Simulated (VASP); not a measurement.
# Si5P (Pm) in VASP: a series of runs

Si5P is run at these levels: PBE; tasks: single point, relaxation of cell and atoms.

Everything below comes from runs of VASP 6.6.1. Logs are shortened: lines on timing, memory, paths and dates and some standing lists are left out, and cuts for length are marked.

### Step 1. The cell of the first run

The structure is monoclinic, space group Pm (No. 6). Conventional cell: a = 4.790 Å, b = 4.591 Å, c = 5.515 Å, α = 90.00°, β = 113.76°, γ = 90.00°. Si (site symmetry m) has 5 Si at 2.34 to 3.18 Å within 3.2 Å. Si (site symmetry m) has 5 Si at 2.34 to 2.49 Å and 2 P at 3.14 Å within 3.2 Å. Within 3.0 Å of Si (site symmetry m) lie 1 P at 2.30 Å and 3 Si at 2.38 to 2.50 Å. Within 3.3 Å of Si (site symmetry m) lie 6 Si at 2.38 to 3.29 Å and 2 P at 2.48 to 2.51 Å. Within 3.2 Å of Si (site symmetry m) lie 6 Si at 2.35 to 3.18 Å and 2 P at 2.39 Å. Within 3.0 Å of P (site symmetry m) lie 5 Si at 2.30 to 2.51 Å.

### Step 2. Single point, PBE

Input file INCAR:

```
PREC = Accurate ; ENCUT = 520
EDIFF = 1E-7 ; ISMEAR = 0
SIGMA = 0.1 ; LREAL = False
LASPH = True ; NELM = 80
ALGO = Normal ; ISIF = 2
LWAVE = False ; LCHARG = False
GGA = PE ; NBANDS = 22
```

Input file KPOINTS:

```
regular mesh
0
Gamma
  4 4 4
```

Input file POSCAR:

```
Si5P
1.0
    4.7903350541      0.0000000000      0.0000000000
    0.0000000000      4.5914429682      0.0000000000
   -2.2219151562      0.0000000000      5.0480730713
Si P
5 1
Direct
    0.3945536291      0.5000000000      0.9983723989
    0.0076058769      0.5000000000      0.5718456819
    0.6000256614      0.0000000000      0.9954613308
    0.9964847540      0.0000000000      0.4288511119
    0.4453113176      0.5000000000      0.4408638565
    0.5560187609      0.0000000000      0.5646056198
```

Potentials or basis: VASP PAW PBE potentials, release 64 (Si, P).

The run is started by

```bash
$ cat potpaw_PBE.64/Si/POTCAR potpaw_PBE.64/P/POTCAR > POTCAR
$ mpirun -np 1 vasp_std > vasp.out
```

OUTCAR:

```text
PREC = Accurate
   ENCUT = 520
   EDIFF = 1E-7
   ISMEAR = 0
   LREAL = False
   LASPH = True
   NELM = 80
   ISIF = 2
   GGA = PE

 ion  position               nearest neighbor table
   1  0.395  0.500  0.998-   2 2.34   5 2.35   3 2.50   3 2.50
   2  0.008  0.500  0.572-   1 2.34   4 2.42   4 2.42   5 2.48   5 2.49
   3  0.600  0.000  0.995-   6 2.30   4 2.38   1 2.50   1 2.50
   4  0.996  0.000  0.429-   3 2.38   2 2.42   2 2.42   6 2.48   6 2.51   5 3.13   5 3.13
   5  0.445  0.500  0.441-   1 2.35   6 2.39   6 2.39   2 2.48   2 2.49   4 3.13   4 3.13
   6  0.556  0.000  0.565-   3 2.30   5 2.39   5 2.39   4 2.48   4 2.51

  LATTYP: Found a simple monoclinic cell.
 ALAT       =     4.7903350541
 B/A-ratio  =     0.9584805481
 C/A-ratio  =     1.1513658606
 COS(beta)  =    -0.4028545126

  Lattice vectors:

 A1 = (   4.7903350541,   0.0000000000,   0.0000000000)
 A2 = (   0.0000000000,   4.5914429682,   0.0000000000)
 A3 = (  -2.2219151562,   0.0000000000,   5.0480730713)

Analysis of symmetry for initial positions (statically):
=====================================================================
 Subroutine PRICEL returns:
 Original cell was already a primitive cell.

 Routine SETGRP: Setting up the symmetry group for a
 simple monoclinic supercell.

 Subroutine GETGRP returns: Found  2 space group operations
 (whereof  2 operations were pure point group operations)
 out of a pool of  4 trial point group operations.

The static configuration has the point symmetry C_1h.

Analysis of symmetry for dynamics (positions and initial velocities):
=====================================================================
 Subroutine PRICEL returns:
 Original cell was already a primitive cell.

 Routine SETGRP: Setting up the symmetry group for a
 simple monoclinic supercell.

 Subroutine GETGRP returns: Found  2 space group operations
 (whereof  2 operations were pure point group operations)
 out of a pool of  4 trial point group operations.

The dynamic configuration has the point symmetry C_1h.

 Subroutine INISYM returns: Found  2 space group operations
 (whereof  2 operations are pure point group operations),
 and found     1 'primitive' translations

----------------------------------------------------------------------------------------

                                     Primitive cell

  volume of cell :     111.0301

  direct lattice vectors                    reciprocal lattice vectors
     4.790335054  0.000000000  0.000000000     0.208753665  0.000000000  0.091883165
     0.000000000  4.591442968  0.000000000     0.000000000  0.217796455  0.000000000
    -2.221915156  0.000000000  5.048073071     0.000000000  0.000000000  0.198095389

  length of vectors
     4.790335054  4.591442968  5.515428242     0.228080268  0.217796455  0.198095389

  position of ions in fractional coordinates (direct lattice)
     0.394553629  0.500000000  0.998372399
     0.007605877  0.500000000  0.571845682
     0.600025661  0.000000000  0.995461331
     0.996484754  0.000000000  0.428851112
     0.445311318  0.500000000  0.440863857
     0.556018761  0.000000000  0.564605620

  ion indices of the primitive-cell ions
   primitive index   ion index
                 1           1
                 2           2
                 3           3
                 4           4
                 5           5
                 6           6

----------------------------------------------------------------------------------------

 KPOINTS: regular mesh

Automatic generation of k-mesh.
 Grid dimensions read from file:
 generate k-points for:    4    4    4

 Generating k-lattice:

  Cartesian coordinates                     Fractional coordinates (reciprocal lattice)
     0.052188416  0.000000000  0.022970791     0.250000000  0.000000000  0.000000000
     0.000000000  0.054449114  0.000000000     0.000000000  0.250000000  0.000000000
     0.000000000  0.000000000  0.049523847     0.000000000  0.000000000  0.250000000

  Length of vectors
     0.057020067  0.054449114  0.049523847

  Shift w.r.t. Gamma in fractional coordinates (k-lattice)
     0.000000000  0.000000000  0.000000000

 Subroutine IBZKPT returns following result:
 ===========================================

 Found     30 irreducible k-points:

 Following reciprocal coordinates:
            Coordinates               Weight
  0.000000  0.000000  0.000000      1.000000
  0.250000  0.000000  0.000000      2.000000
  0.500000  0.000000  0.000000      1.000000
  0.000000  0.250000  0.000000      2.000000
  0.250000  0.250000  0.000000      4.000000
  0.500000  0.250000  0.000000      2.000000
[... 16 lines left out ...]
  0.250000  0.000000  0.500000      2.000000
  0.500000  0.000000  0.500000      1.000000
 [... further k-points ...]
   k-points           NKPTS =     30   k-points in BZ     NKDIM =     30   number of bands    NBANDS=     22
   number of dos      NEDOS =    301   number of ions     NIONS =      6
   total plane-waves  NPLWV =  54432
   dimension x,y,z NGX =    36 NGY =   36 NGZ =   42
   dimension x,y,z NGXF=    72 NGYF=   72 NGZF=   84
   ions per type =               5   1
   NGX,Y,Z   is equivalent  to a cutoff of  12.49, 13.03, 12.66 a.u.
   NGXF,Y,Z  is equivalent  to a cutoff of  24.99, 26.07, 25.32 a.u.
 SYSTEM =  unknown system
   PREC   = accura    normal or accurate (medium, high low for compatibility)
   ISTART =      0    job   : 0-new  1-cont  2-samecut
   ICHARG =      2    charge: 1-file 2-atom 10-const
   ISPIN  =      1    spin polarized calculation?
   LNONCOLLINEAR =      F non collinear calculations
   LSORBIT =      F    spin-orbit coupling
   LASPH  =      T    aspherical Exc in radial PAW
   ENCUT  =  520.0 eV  38.22 Ry    6.18 a.u.   8.91  8.54 10.26*2*pi/ulx,y,z
   NELM   =     80;   NELMIN=  2; NELMDL= -5     # of ELM steps
   EDIFF  = 0.1E-06   stopping-criterion for ELM
   LREAL  =      F    real-space projection
   EDIFFG = 0.1E-05   stopping-criterion for IOM
   NSW    =      0    number of steps for IOM
   IBRION =     -1    ionic relax: 0-MD 1-quasi-New 2-CG
   NFREE  =      0    steps in history (QN), initial steepest desc. (CG)
   ISIF   =      2    stress and relaxation
   ISYM   =      2    0-nonsym 1-usesym 2-fastsym
   POTIM  = 0.5000    time-step for ionic-motion
   TEBEG  =    0.0;   TEEND  =   0.0 temperature during run
   PSTRESS=    0.0 pullay stress
   NELECT =      25.0000    total number of electrons
   NUPDOWN=      -1.0000    fix difference up-down
   EMIN   =  10.00;   EMAX   =-10.00  energy-range for DOS
   EFERMI =   0.00;   METHOD = LEGACY
   ISMEAR =     0;   SIGMA  =   0.10  broadening in eV -4-tet -1-fermi 0-gaus
   EFERMI_NEDOS =   21; number of points for ismear=-14 and -15
   IALGO  =     38    algorithm
   IMIX   =      4    mixing-type and parameters
     AMIX     =   0.40;   BMIX     =  1.00
     AMIX_MAG =   1.60;   BMIX_MAG =  1.00
  volume/ion in A,a.u.               =      18.51       124.88
  Fermi-wavevector in a.u.,A,eV,Ry     =   0.995959  1.882089 13.496074  0.991933
  Thomas-Fermi vector in A             =   2.128014
   LORBIT       =      0    0 simple, 1 ext, 2 COOP (PROOUT), +10 PAW based schemes
   GGA     = PE    functional components
   LHFCALC =     F    Hartree Fock is set to
   AEXX    =    0.0000 exact exchange contribution
   IVDW    =     0    specifies the selected vdW correction
   LEPSILON=     F    determine dielectric tensor
   LRPA    =     F    only Hartree local field effects (RPA)
 non-spin polarized calculation
 Gauss-broadening in eV      SIGMA  =   0.10
  energy-cutoff  :      520.00
  volume of cell :      111.03
 maximum number of plane-waves:      3015
   NGX = 17   NGY = 17   NGZ = 21

 number of electron      25.0000000 magnetization

 Free energy of the ion-electron system (eV)
  ---------------------------------------------------
  ext. energy  EPLUGINS =         0.00000000
  ---------------------------------------------------
  free energy    TOTEN  =       -31.15858641 eV

  energy without entropy =      -31.15492867  energy(sigma->0) =      -31.15675754

 E-fermi :   6.8366     XC(G=0):  -9.8358

 val. band max:        6.8302195572   @ k =   0.0000   0.0000   0.0000
 cond. band min:       6.9166207539   @ k =  -0.2500   0.0000   0.2500
 fundamental gap:      0.0864011968
 Fermi energy:         6.8365728558

 k-point     1 :       0.0000    0.0000    0.0000
  band No.  band energies     occupation
      1      -6.9979      2.00000
      2      -2.1874      2.00000
      3      -1.2919      2.00000
      4      -0.3761      2.00000
      5      -0.1186      2.00000
      6       0.4463      2.00000
[... 14 lines left out ...]
     21      12.1839      0.00000
     22      12.4644      0.00000

 k-point     2 :       0.2500    0.0000    0.0000
  band No.  band energies     occupation
      1      -6.6644      2.00000
      2      -3.0300      2.00000
      3      -2.0827      2.00000
      4      -0.9231      2.00000
      5       0.7774      2.00000
      6       0.8969      2.00000
[... 14 lines left out ...]
     21      11.7477      0.00000
     22      12.2751      0.00000

 k-point     3 :       0.5000    0.0000    0.0000
  band No.  band energies     occupation
      1      -6.1257      2.00000
      2      -4.1995      2.00000
      3      -2.2730      2.00000
      4      -0.9141      2.00000
      5       1.3500      2.00000
      6       1.7558      2.00000
[... 14 lines left out ...]
     21      12.3670      0.00000
     22      12.7915      0.00000
[... 476 lines left out ...]
 k-point    23 :       0.2500    0.0000    0.5000
  band No.  band energies     occupation
      1      -6.3258      2.00000
      2      -4.0298      2.00000
      3      -2.4440      2.00000
      4      -0.1863      2.00000
      5       1.0686      2.00000
      6       1.3398      2.00000
[... 14 lines left out ...]
     21      11.9351      0.00000
     22      12.6242      0.00000

 k-point    24 :       0.5000    0.0000    0.5000
  band No.  band energies     occupation
      1      -5.8611      2.00000
      2      -4.7428      2.00000
      3      -2.1858      2.00000
      4      -0.3473      2.00000
      5       0.9323      2.00000
      6       1.6096      2.00000
[... 14 lines left out ...]
     21      12.5983      0.00000
     22      12.9893      0.00000

 [... further k-points ...]

------------------------ aborting loop because EDIFF is reached ----------------------------------------

  FORCE on cell =-STRESS in cart. coord.  units (eV):
  Direction    XX          YY          ZZ          XY          YZ          ZX
  --------------------------------------------------------------------------------------
  -------------------------------------------------------------------------------------
  Total       -0.1632861     -0.1610021      0.0460659      0.0000000      0.0000000     -0.0446753
  in kB       -2.3562379     -2.3232794      0.6647362      0.0000000      0.0000000     -0.6446692
  external PRESSURE =      -1.3382604 kB  Pullay stress =       0.0000000 kB

 VOLUME and BASIS-vectors are now :
 -----------------------------------------------------------------------------
  energy-cutoff  :      520.00
  volume of cell :      111.03
      direct lattice vectors                 reciprocal lattice vectors
     4.790335054  0.000000000  0.000000000     0.208753665  0.000000000  0.091883165
     0.000000000  4.591442968  0.000000000     0.000000000  0.217796455  0.000000000
    -2.221915156  0.000000000  5.048073071     0.000000000  0.000000000  0.198095389

 POSITION                                       TOTAL-FORCE (eV/Angst)
 -----------------------------------------------------------------------------------
     -0.32825      2.29572      5.03986         0.023930      0.000000      0.007327
     -1.23416      2.29572      2.88672         0.002355      0.000000      0.000377
      0.66249      0.00000      5.02516        -0.026267      0.000000     -0.005055
      3.82063      0.00000      2.16487         0.009924      0.000000     -0.009331
      1.15363      2.29572      2.22551         0.009626      0.000000      0.008033
      1.40901      0.00000      2.85017        -0.019568      0.000000     -0.001351
 -----------------------------------------------------------------------------------
    total drift:                                0.000024      0.000000     -0.000036

  FREE ENERGIE OF THE ION-ELECTRON SYSTEM (eV)
  ---------------------------------------------------
  free  energy   TOTEN  =       -31.1585864089 eV

  energy  without entropy=      -31.1549286706  energy(sigma->0) =      -31.15675754
```

Run time: 39 s. Hardware: 1 thread of Intel Xeon Platinum 8488C (Sapphire Rapids), shared host; peak memory 0.24 GiB.

Results:

- Free energy: -31.1586 eV
- Pressure: -0.1 GPa
- Largest force: 0.027 eV/Å
- Band gap on the k mesh: zero (an odd number of electrons rules out a gap without spin polarisation)

Forces in eV/Å, atoms in the order of the input:
```
Si   0.024  0.000  0.007
Si   0.002  0.000  0.000
Si  -0.026  0.000 -0.005
Si   0.010  0.000 -0.009
Si   0.010  0.000  0.008
P   -0.020  0.000 -0.001
```

Stress tensor (GPa, compression positive):
```
-0.24  0.00 -0.06
 0.00 -0.23  0.00
-0.06  0.00  0.07
```

### Step 3. Single point, PBE

Input file INCAR:

```
SYSTEM = Si5P
PREC     = Accurate       ! precision mode
ENCUT    = 520            ! plane-wave cutoff, eV
EDIFF    = 1E-6           ! SCF threshold, eV
ISMEAR   = 0              ! smearing method
SIGMA    = 0.1            ! smearing width, eV
LREAL    = .False.        ! projectors in reciprocal space
LASPH    = .True.         ! aspherical terms in the spheres
NELM     = 80             ! most SCF steps
ALGO     = Normal         ! electronic algorithm
ISIF     = 2              ! what is computed and relaxed
LWAVE    = .False.        ! write WAVECAR
LCHARG   = .True.         ! write CHGCAR
GGA      = PE             ! functional
LELF     = .True.         ! ELF
LVHAR    = .True.       
NBANDS   = 22             ! bands
```

Input file KPOINTS:

```
Automatic mesh
0
Gamma
  4 4 4
  0 0 0
```

POSCAR is that of step 2.

Potentials or basis: VASP PAW PBE potentials, release 64 (Si, P).

The run is started by

```bash
$ cat potpaw_PBE.64/Si/POTCAR potpaw_PBE.64/P/POTCAR > POTCAR
$ mpirun -np 1 vasp_std > vasp.out
```

It took 40 s on 1 thread of Intel Xeon Platinum 8488C (Sapphire Rapids), shared host; peak memory 0.24 GiB.

Results (log left out):

```yaml
Free_energy: -31.1586 eV
Pressure: -0.1 GPa
Largest_force: 0.027 eV/Å
Band_gap_on_the_k_mesh: zero (an odd number of electrons rules out a gap without spin polarisation)
```

Forces on the atoms (eV/Å):
```
Si   0.024  0.000  0.007
Si   0.002  0.000  0.000
Si  -0.026  0.000 -0.005
Si   0.010  0.000 -0.009
Si   0.010  0.000  0.008
P   -0.020  0.000 -0.001
```

Stress tensor (GPa, compression positive):
```
-0.24  0.00 -0.06
 0.00 -0.23  0.00
-0.06  0.00  0.07
```

Levels at points of the mesh, in eV from the Fermi level:
```tsv
k point	band 11	band 12	band 13	band 14	band 15	band 16
(0.00, 0.00, 0.00)	-1.56	-1.53	-0.90	-0.01	0.73	1.87
(0.50, 0.00, 0.00)	-2.34	-1.26	-0.22	0.40	1.34	1.93
(0.00, 0.50, 0.00)	-2.71	-2.41	1.02	1.16	2.17	2.25
(0.50, 0.50, 0.00)	0.34	0.58	0.81	1.07	1.59	1.94
(0.00, 0.00, 0.50)	-1.82	-1.58	-1.36	0.45	0.74	1.73
(0.50, 0.00, 0.50)	-2.21	-1.33	-0.28	0.73	1.11	2.07
(0.00, 0.50, 0.50)	-0.90	-0.56	0.84	1.41	1.65	1.74
(0.50, 0.50, 0.50)	0.29	0.53	0.69	1.20	1.68	1.86
```

### Step 4. Relaxation of cell and atoms, PBE

Input file INCAR:

```
SYSTEM = Si5P
PREC = Accurate
ENCUT = 600
EDIFF = 1E-7
ISMEAR = 0
SIGMA = 0.1
LREAL = .False.
LASPH = .True.
NELM = 80
ALGO = Normal
ISIF = 3
LWAVE = .False.
LCHARG = .False.
GGA = PE
IBRION = 2
NSW = 90
EDIFFG = -0.04
```

KPOINTS is that of step 3.

POSCAR is that of step 3.

The run is started by

```bash
$ cat potpaw_PBE.64/Si/POTCAR potpaw_PBE.64/P/POTCAR > POTCAR
$ mpirun -np 1 vasp_std > vasp.out
```

Wall time 42 s (1 thread of Intel Xeon Platinum 8488C (Sapphire Rapids), shared host); peak memory 0.28 GiB.

The run converged. Its results:

```yaml
Free_energy: -31.1592 eV
Pressure_after_relaxing: -0.1 GPa
Largest_force_after_relaxing: 0.027 eV/Å
Band_gap_on_the_k_mesh: zero (an odd number of electrons rules out a gap without spin polarisation)
```

Forces in eV/Å, atoms in the order of the input:
```
Si   0.024  0.000  0.007
Si   0.002  0.000  0.000
Si  -0.026  0.000 -0.005
Si   0.010  0.000 -0.009
Si   0.010  0.000  0.008
P   -0.019  0.000 -0.001
```

Stress tensor (GPa, compression positive):
```
-0.23  0.00 -0.06
 0.00 -0.22  0.00
-0.06  0.00  0.08
```

Final structure:
```
Si P
1.0
     4.79034    0.00000    0.00000
     0.00000    4.59144    0.00000
    -2.22192    0.00000    5.04807
Si P
5 1
Direct
  0.39455 0.50000 0.99837
  0.00761 0.50000 0.57185
  0.60003 0.00000 0.99546
  0.99648 0.00000 0.42885
  0.44531 0.50000 0.44086
  0.55602 0.00000 0.56461
```

Levels at points of the mesh, in eV from the Fermi level:
| k point | band 9 | band 10 | band 11 | band 12 | band 13 | band 14 | band 15 | band 16 |
| --- | --- | --- | --- | --- | --- | --- | --- | --- |
| (0.00, 0.00, 0.00) | -2.16 | -2.03 | -1.56 | -1.53 | -0.90 | -0.01 | 0.73 | 1.87 |
| (0.50, 0.00, 0.00) | -3.74 | -2.56 | -2.34 | -1.26 | -0.22 | 0.40 | 1.34 | 1.93 |
| (0.00, 0.50, 0.00) | -4.26 | -3.76 | -2.71 | -2.41 | 1.02 | 1.16 | 2.17 | 2.25 |
| (0.50, 0.50, 0.00) | -1.81 | -1.56 | 0.34 | 0.58 | 0.81 | 1.07 | 1.59 | 1.94 |
| (0.00, 0.00, 0.50) | -2.46 | -2.11 | -1.82 | -1.58 | -1.36 | 0.45 | 0.74 | 1.73 |
| (0.50, 0.00, 0.50) | -3.78 | -2.44 | -2.21 | -1.33 | -0.28 | 0.73 | 1.11 | 2.07 |
| (0.00, 0.50, 0.50) | -2.43 | -1.70 | -0.90 | -0.56 | 0.84 | 1.41 | 1.65 | 1.74 |
| (0.50, 0.50, 0.50) | -2.35 | -1.45 | 0.29 | 0.53 | 0.69 | 1.20 | 1.68 | 1.86 |

Caveat: the relaxation stopped at its first step, so nothing moved.

The gap in the log of VASP goes by the Fermi energy; the results here count the filled bands.